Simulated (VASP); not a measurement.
Sc3W: relaxation of cell and atoms with PBE

Sc3W:

```
Sc W
1.0
     4.36777    0.00000    0.00000
     0.00000    4.36777    0.00000
     0.00000    0.00000    4.36777
Sc W
3 1
Cartesian
  2.1839 0.0000 2.1839
  0.0000 2.1839 2.1839
  2.1839 2.1839 0.0000
  0.0000 0.0000 0.0000
```

The cell was built from a structure type or drawn by symmetry, and may not be a known phase.

| Item | Value |
| --- | --- |
| Program | VASP 6.6.1 |
| Task | relaxation of cell and atoms |
| Functional | PBE |
| Potentials or basis | VASP PAW PBE potentials, release 64 (Sc_sv, W_sv) |
| Cutoff | 600 eV |
| k mesh | 10 × 10 × 10 |
| Occupations | gaussian, width 0.1 eV |
| Spin | no spin polarisation |
| Dipole correction | no |
| Further INCAR settings | ALGO = Fast; EDIFF = 1e-06; IBRION = 2; EDIFFG = -0.01; NSW = 100; ISIF = 3 |

The relaxed volume is 20.78 Å³/atom, the relaxed cell is a = 4.364 Å, b = 4.364 Å, c = 4.364 Å, α = 90.00°, β = 90.00°, γ = 90.00° and the space group after relaxing (to 0.1 Å) is Pm-3m (No. 221). The energy gained by relaxing is 0.0 meV/atom. The ionic steps are 3 and the pressure after relaxing is 0.0 GPa. The band gap on the k mesh is zero (an odd number of electrons rules out a gap without spin polarisation).

Step by step:
```csv
step,energy change (eV),largest force (eV/Å),pressure (GPa),volume (Å³)
1,0.0000,0.0000,-0.28,83.33
2,0.0000,0.0000,0.24,82.89
3,-0.0001,0.0000,-0.03,83.12
```

Final structure:
```yaml
crystal:
  lattice:
    - [4.36424, 0.00000, 0.00000]
    - [0.00000, 4.36424, 0.00000]
    - [0.00000, 0.00000, 4.36424]
  atoms:
    - { symbol: Sc, position: [0.50000, 0.00000, 0.50000] }
    - { symbol: Sc, position: [0.00000, 0.50000, 0.50000] }
    - { symbol: Sc, position: [0.50000, 0.50000, 0.00000] }
    - { symbol: W, position: [0.00000, 0.00000, 0.00000] }
```

Levels at points of the mesh, in eV from the Fermi level:
```csv
k point,band 20,band 21,band 22,band 23,band 24,band 25,band 26,band 27
"(0.00, 0.00, 0.00)",-2.27,-1.66,-1.66,-1.66,1.31,1.31,1.31,2.52
"(0.50, 0.00, 0.00)",-0.99,-0.94,-0.73,-0.73,0.17,0.17,0.18,0.58
"(0.50, 0.50, 0.00)",-1.78,-0.69,-0.69,-0.55,0.02,0.24,0.31,0.68
"(0.50, 0.50, 0.50)",-2.59,0.34,0.34,0.56,0.56,0.56,0.56,1.06
```

Wall time 8.3 min on 1 thread of Intel Xeon 8259CL, on a shared host, peak memory 0.32 GiB.

Caveat: spin-orbit coupling is left out, which moves the levels of the heavy elements.
